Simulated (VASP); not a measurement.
# BN (P6_3/mmc) in VASP: notebook, part 2 of 2

VASP 6.6.1. The steps go on from the part before.

**3. Single point, LDA (volume 8.081 Å^3 an atom, c/a of the conventional cell 2.7393)**

The input, INCAR:

```
SYSTEM = BN
PREC = Accurate
ENCUT = 520
EDIFF = 1E-7
ISMEAR = 0
SIGMA = 0.05
LREAL = .FALSE.
LASPH = .TRUE.
NELM = 100
ALGO = Normal
ISIF = 2
LWAVE = .FALSE.
LCHARG = .FALSE.
GGA = CA
NBANDS = 16
```

The input, KPOINTS:

```
regular mesh
0
G
  12 12 4
  0 0 0
```

The input, POSCAR:

```
BN
1.0
    2.3884617443      0.0000000000      0.0000000000
   -1.1942308721      2.0684685465      0.0000000000
    0.0000000000      0.0000000000      6.5427132561
B N
2 2
Direct
    0.3333333333      0.6666666667      0.2500000000
    0.6666666667      0.3333333333      0.7500000000
    0.3333333333      0.6666666667      0.7500000000
    0.6666666667      0.3333333333      0.2500000000
```

Potentials or basis: VASP PAW LDA potentials, release 64 (B, N).

Launch:

```
> cat potpaw_LDA.64/B/POTCAR potpaw_LDA.64/N/POTCAR > POTCAR
> mpirun -np 1 vasp_std > vasp.out
```

OUTCAR:

```text
SYSTEM = BN
   PREC = Accurate
   ENCUT = 520
   EDIFF = 1E-7
   ISMEAR = 0
   LREAL = .FALSE.
   LASPH = .TRUE.
   NELM = 100
   ISIF = 2
   GGA = CA

 ion  position               nearest neighbor table
   1  0.333  0.667  0.250-   4 1.38   4 1.38   4 1.38
   2  0.667  0.333  0.750-   3 1.38   3 1.38   3 1.38
   3  0.333  0.667  0.750-   2 1.38   2 1.38   2 1.38
   4  0.667  0.333  0.250-   1 1.38   1 1.38   1 1.38

  LATTYP: Found a hexagonal cell.
 ALAT       =     2.3884617443
 C/A-ratio  =     2.7393000000

  Lattice vectors:

 A1 = (   2.3884617443,   0.0000000000,   0.0000000000)
 A2 = (  -1.1942308721,   2.0684685465,   0.0000000000)
 A3 = (   0.0000000000,   0.0000000000,   6.5427132561)

Analysis of symmetry for initial positions (statically):
=====================================================================
 Subroutine PRICEL returns:
 Original cell was already a primitive cell.

 Routine SETGRP: Setting up the symmetry group for a
 hexagonal supercell.

 Subroutine GETGRP returns: Found 24 space group operations
 (whereof 12 operations were pure point group operations)
 out of a pool of 24 trial point group operations.

The static configuration has the point symmetry D_3d.
 The point group associated with its full space group is D_6h.

Analysis of symmetry for dynamics (positions and initial velocities):
=====================================================================
 Subroutine PRICEL returns:
 Original cell was already a primitive cell.

 Routine SETGRP: Setting up the symmetry group for a
 hexagonal supercell.

 Subroutine GETGRP returns: Found 24 space group operations
 (whereof 12 operations were pure point group operations)
 out of a pool of 24 trial point group operations.

The dynamic configuration has the point symmetry D_3d.
 The point group associated with its full space group is D_6h.

 Subroutine INISYM returns: Found 24 space group operations
 (whereof 12 operations are pure point group operations),
 and found     1 'primitive' translations

----------------------------------------------------------------------------------------

                                     Primitive cell

  volume of cell :      32.3240

  direct lattice vectors                    reciprocal lattice vectors
     2.388461744  0.000000000  0.000000000     0.418679513  0.241724730  0.000000000
    -1.194230872  2.068468547  0.000000000     0.000000000  0.483449459  0.000000000
     0.000000000  0.000000000  6.542713256     0.000000000  0.000000000  0.152841789

  length of vectors
     2.388461744  2.388461744  6.542713256     0.483449459  0.483449459  0.152841789

  position of ions in fractional coordinates (direct lattice)
     0.333333333  0.666666667  0.250000000
     0.666666667  0.333333333  0.750000000
     0.333333333  0.666666667  0.750000000
     0.666666667  0.333333333  0.250000000

  ion indices of the primitive-cell ions
   primitive index   ion index
                 1           1
                 2           2
                 3           3
                 4           4

----------------------------------------------------------------------------------------

 KPOINTS: regular mesh

[... 24 lines left out ...]
  0.000000  0.000000  0.000000      1.000000
  0.083333  0.000000  0.000000      6.000000
  0.166667  0.000000  0.000000      6.000000
  0.250000  0.000000  0.000000      6.000000
  0.333333  0.000000  0.000000      6.000000
  0.416667 -0.000000  0.000000      6.000000
[... 16 lines left out ...]
  0.250000  0.000000  0.250000     12.000000
  0.333333  0.000000  0.250000     12.000000
 [... further k-points ...]
   k-points           NKPTS =     57   k-points in BZ     NKDIM =     57   number of bands    NBANDS=     16
   number of dos      NEDOS =    301   number of ions     NIONS =      4
   total plane-waves  NPLWV =  16200
   dimension x,y,z NGX =    18 NGY =   18 NGZ =   50
   dimension x,y,z NGXF=    36 NGYF=   36 NGZF=  100
   ions per type =               2   2
   NGX,Y,Z   is equivalent  to a cutoff of  12.53, 12.53, 12.70 a.u.
   NGXF,Y,Z  is equivalent  to a cutoff of  25.06, 25.06, 25.41 a.u.
 SYSTEM =  BN
   PREC   = accura    normal or accurate (medium, high low for compatibility)
   ISTART =      0    job   : 0-new  1-cont  2-samecut
   ICHARG =      2    charge: 1-file 2-atom 10-const
   ISPIN  =      1    spin polarized calculation?
   LNONCOLLINEAR =      F non collinear calculations
   LSORBIT =      F    spin-orbit coupling
   LASPH  =      T    aspherical Exc in radial PAW
   ENCUT  =  520.0 eV  38.22 Ry    6.18 a.u.   4.44  4.44 12.17*2*pi/ulx,y,z
   NELM   =    100;   NELMIN=  2; NELMDL= -5     # of ELM steps
   EDIFF  = 0.1E-06   stopping-criterion for ELM
   LREAL  =      F    real-space projection
   EDIFFG = 0.1E-05   stopping-criterion for IOM
   NSW    =      0    number of steps for IOM
   IBRION =     -1    ionic relax: 0-MD 1-quasi-New 2-CG
   NFREE  =      0    steps in history (QN), initial steepest desc. (CG)
   ISIF   =      2    stress and relaxation
   ISYM   =      2    0-nonsym 1-usesym 2-fastsym
   POTIM  = 0.5000    time-step for ionic-motion
   TEBEG  =    0.0;   TEEND  =   0.0 temperature during run
   PSTRESS=    0.0 pullay stress
   NELECT =      16.0000    total number of electrons
   NUPDOWN=      -1.0000    fix difference up-down
   EMIN   =  10.00;   EMAX   =-10.00  energy-range for DOS
   EFERMI =   0.00;   METHOD = LEGACY
   ISMEAR =     0;   SIGMA  =   0.05  broadening in eV -4-tet -1-fermi 0-gaus
   EFERMI_NEDOS =   21; number of points for ismear=-14 and -15
   IALGO  =     38    algorithm
   IMIX   =      4    mixing-type and parameters
     AMIX     =   0.40;   BMIX     =  1.00
     AMIX_MAG =   1.60;   BMIX_MAG =  1.00
  volume/ion in A,a.u.               =       8.08        54.53
  Fermi-wavevector in a.u.,A,eV,Ry     =   1.295010  2.447214 22.817663  1.677051
  Thomas-Fermi vector in A             =   2.426557
   LORBIT       =      0    0 simple, 1 ext, 2 COOP (PROOUT), +10 PAW based schemes
   GGA     = CA    functional components
   LHFCALC =     F    Hartree Fock is set to
   AEXX    =    0.0000 exact exchange contribution
   IVDW    =     0    specifies the selected vdW correction
   LEPSILON=     F    determine dielectric tensor
   LRPA    =     F    only Hartree local field effects (RPA)
 non-spin polarized calculation
 Gauss-broadening in eV      SIGMA  =   0.05
  energy-cutoff  :      520.00
  volume of cell :       32.32
 maximum number of plane-waves:       892
 NGX is ok and might be reduce to    18
   NGX =  9   NGY =  9   NGZ = 25

 number of electron      16.0000003 magnetization

 Free energy of the ion-electron system (eV)
  ---------------------------------------------------
  ext. energy  EPLUGINS =         0.00000000
  ---------------------------------------------------
  free energy    TOTEN  =       -38.11607560 eV

  energy without entropy =      -38.11607560  energy(sigma->0) =      -38.11607560

 E-fermi :   3.2033     XC(G=0): -10.9146

 val. band max:        2.9222090551   @ k =   0.3333   0.3333   0.5000
 cond. band min:       7.1738085179   @ k =   0.5000   0.0000   0.0000
 fundamental gap:      4.2515994628
 Fermi energy:         3.2032894374

 k-point     1 :       0.0000    0.0000    0.0000
  band No.  band energies     occupation
      1     -15.5444      2.00000
      2     -15.2084      2.00000
      3      -4.2214      2.00000
      4      -1.9532      2.00000
      5       1.7665      2.00000
      6       1.7665      2.00000
[... 433 lines left out ...]
      3      -4.2161      2.00000
      4      -4.1562      2.00000
      5      -0.8151      2.00000
      6      -0.7941      2.00000
[... 8 lines left out ...]
     15      20.9797      0.00000
     16      22.9355      0.00000

 [... further k-points ...]

------------------------ aborting loop because EDIFF is reached ----------------------------------------

  FORCE on cell =-STRESS in cart. coord.  units (eV):
  Direction    XX          YY          ZZ          XY          YZ          ZX
  --------------------------------------------------------------------------------------
  -------------------------------------------------------------------------------------
  Total       11.3714074     11.3714074     -0.0600201      0.0000000      0.0000000      0.0000000
  in kB      563.6372705    563.6372705     -2.9749662      0.0000000      0.0000000      0.0000000
  external PRESSURE =     374.7665249 kB  Pullay stress =       0.0000000 kB

 VOLUME and BASIS-vectors are now :
 -----------------------------------------------------------------------------
  energy-cutoff  :      520.00
  volume of cell :       32.32
      direct lattice vectors                 reciprocal lattice vectors
     2.388461744  0.000000000  0.000000000     0.418679513  0.241724730  0.000000000
    -1.194230872  2.068468547  0.000000000     0.000000000  0.483449459  0.000000000
     0.000000000  0.000000000  6.542713256     0.000000000  0.000000000  0.152841789

 POSITION                                       TOTAL-FORCE (eV/Angst)
 -----------------------------------------------------------------------------------
     -0.00000      1.37898      1.63568         0.000000      0.000000      0.000000
      1.19423      0.68949      4.90703        -0.000000      0.000000      0.000000
     -0.00000      1.37898      4.90703        -0.000000      0.000000      0.000000
      1.19423      0.68949      1.63568        -0.000000      0.000000      0.000000
 -----------------------------------------------------------------------------------
    total drift:                               -0.000000      0.000000     -0.000000

  FREE ENERGIE OF THE ION-ELECTRON SYSTEM (eV)
  ---------------------------------------------------
  free  energy   TOTEN  =       -38.1160756011 eV

  energy  without entropy=      -38.1160756011  energy(sigma->0) =      -38.11607560
```

It took 14 s on 1 thread of AMD EPYC 9R45 (Zen 5), shared host; peak memory 0.11 GiB.

Results:

* Free energy: -38.1161 eV
* Pressure: 37.5 GPa
* Band gap on the k mesh: 4.25 eV, indirect (least direct gap 4.81 eV)

Levels at points of the mesh, in eV from the valence-band top:
```tsv
k point	band 5	band 6	band 7	band 8	band 9	band 10	band 11	band 12
(0.00, 0.00, 0.00)	-1.16	-1.16	-1.12	-1.12	4.91	10.58	12.65	12.65
(0.50, 0.00, 0.00)	-4.37	-4.31	-1.65	-0.56	4.25	5.86	10.71	11.52
(0.00, 0.00, 0.50)	-1.14	-1.14	-1.14	-1.14	7.54	7.54	12.71	12.71
(0.50, 0.00, 0.50)	-4.34	-4.34	-1.09	-1.09	4.80	4.80	11.41	11.41
```

 A k mesh can miss the band edges.

**4. Single point, LDA (volume 8.081 Å^3 an atom, c/a of the conventional cell 2.3702)**

The input, INCAR:

```
SYSTEM = BN
ALGO = Normal
EDIFF = 1E-6
ENCUT = 520
ISIF = 2
ISMEAR = 0
LASPH = .TRUE.
LCHARG = .TRUE.
LELF = .TRUE.
LREAL = .FALSE.
LVHAR = .TRUE.
LWAVE = .FALSE.
NBANDS = 16
NELM = 100
PREC = Accurate
SIGMA = 0.05
```

The input, KPOINTS:

```
k-points
0
G
  12 12 4
  0 0 0
```

The input, POSCAR:

```
BN
1.0
    2.5065122081      0.0000000000      0.0000000000
   -1.2532561040      2.1707032471      0.0000000000
    0.0000000000      0.0000000000      5.9409352356
B N
2 2
Direct
    0.3333333333      0.6666666667      0.2500000000
    0.6666666667      0.3333333333      0.7500000000
    0.3333333333      0.6666666667      0.7500000000
    0.6666666667      0.3333333333      0.2500000000
```

Launch:

```
> cat potpaw_LDA.64/B/POTCAR potpaw_LDA.64/N/POTCAR > POTCAR
> mpirun -np 1 vasp_std > vasp.out
```

Run time: 15 s. Hardware: 1 thread of AMD EPYC 9R45 (Zen 5), shared host; peak memory 0.11 GiB.

It converged, with:

- Free energy: -38.5393 eV
- Pressure: -3.5 GPa
- Band gap on the k mesh: 3.89 eV, indirect (least direct gap 4.15 eV)

Stress tensor (GPa, compression positive):
```
-7.22  0.00  0.00
 0.00 -7.22  0.00
 0.00  0.00  3.89
```

Levels at points of the mesh, in eV from the valence-band top:
```
           k point  band 5  band 6  band 7  band 8  band 9  band 10  band 11  band 12
(0.00, 0.00, 0.00)   -1.45   -1.45   -1.35   -1.35    5.82    11.22    11.22    11.25
(0.50, 0.00, 0.00)   -4.29   -4.11   -2.04   -0.26    3.89     6.07     9.55     9.64
(0.00, 0.00, 0.50)   -1.40   -1.40   -1.40   -1.40    8.81     8.81    11.37    11.37
(0.50, 0.00, 0.50)   -4.20   -4.20   -1.04   -1.04    4.44     4.44     9.86     9.86
```

 A k mesh can miss the band edges.

**5. Single point, LDA (volume 8.081 Å^3 an atom, c/a of the conventional cell 2.4874)**

The input, INCAR:

```
ALGO = Normal
EDIFF = 1E-6
ENCUT = 520
GGA = CA
ISIF = 2
ISMEAR = 0
LASPH = T
LCHARG = F
LREAL = F
LWAVE = F
NBANDS = 16
NELM = 80
PREC = Accurate
SIGMA = 0.05
```

The input, KPOINTS:

```
k-points
0
Gamma
  12 12 4
```

The input, POSCAR:

```
BN
1.0
    2.4665103686      0.0000000000      0.0000000000
   -1.2332551843      2.1360606379      0.0000000000
    0.0000000000      0.0000000000      6.1351978909
B N
2 2
Direct
    0.3333333333      0.6666666667      0.2500000000
    0.6666666667      0.3333333333      0.7500000000
    0.3333333333      0.6666666667      0.7500000000
    0.6666666667      0.3333333333      0.2500000000
```

Launch:

```
> cat potpaw_LDA.64/B/POTCAR potpaw_LDA.64/N/POTCAR > POTCAR
> mpirun -np 1 vasp_std > vasp.out
```

Wall time 14 s (1 thread of AMD EPYC 9R45 (Zen 5), shared host); peak memory 0.11 GiB.

It converged, with:

| Property | Result |
| --- | --- |
| Free energy | -38.5435 eV |
| Pressure | 9.0 GPa |
| Band gap on the k mesh | 3.97 eV, indirect (least direct gap 4.33 eV) |

Stress tensor (GPa, compression positive):
```
12.34  0.00  0.00
 0.00 12.34  0.00
 0.00  0.00  2.18
```

Levels at points of the mesh, in eV from the valence-band top:
| k point | band 5 | band 6 | band 7 | band 8 | band 9 | band 10 | band 11 | band 12 |
| --- | --- | --- | --- | --- | --- | --- | --- | --- |
| (0.00, 0.00, 0.00) | -1.36 | -1.36 | -1.29 | -1.29 | 5.51 | 11.15 | 11.69 | 11.69 |
| (0.50, 0.00, 0.00) | -4.32 | -4.19 | -1.89 | -0.36 | 3.97 | 5.97 | 9.93 | 10.26 |
| (0.00, 0.00, 0.50) | -1.33 | -1.33 | -1.33 | -1.33 | 8.44 | 8.44 | 11.80 | 11.80 |
| (0.50, 0.00, 0.50) | -4.26 | -4.26 | -1.06 | -1.06 | 4.55 | 4.55 | 10.37 | 10.37 |

**6. The runs side by side**

| cell | gap on the mesh (eV) | pressure (GPa) |
| --- | --- | --- |
| a = 2.350, b = 2.350, c = 6.756 Å, angles 90.0, 90.0, 120.0°, 4 atoms | 4.37 | 53.5 |
| a = 2.388, b = 2.388, c = 6.543 Å, angles 90.0, 90.0, 120.0°, 4 atoms | 4.25 | 37.5 |
| a = 2.507, b = 2.507, c = 5.941 Å, angles 90.0, 90.0, 120.0°, 4 atoms | 3.89 | -3.5 |
| a = 2.467, b = 2.467, c = 6.135 Å, angles 90.0, 90.0, 120.0°, 4 atoms | 3.97 | 9.0 |

Alike in all rows: task single point; level LDA; potentials or basis VASP PAW LDA potentials, release 64 (B, N); no spin polarisation; k mesh 12 × 12 × 4; cutoff (eV) 520; smearing gaussian 0.05 eV.

Total energies depend on the potentials used, so only differences within one code and one set of settings carry meaning.
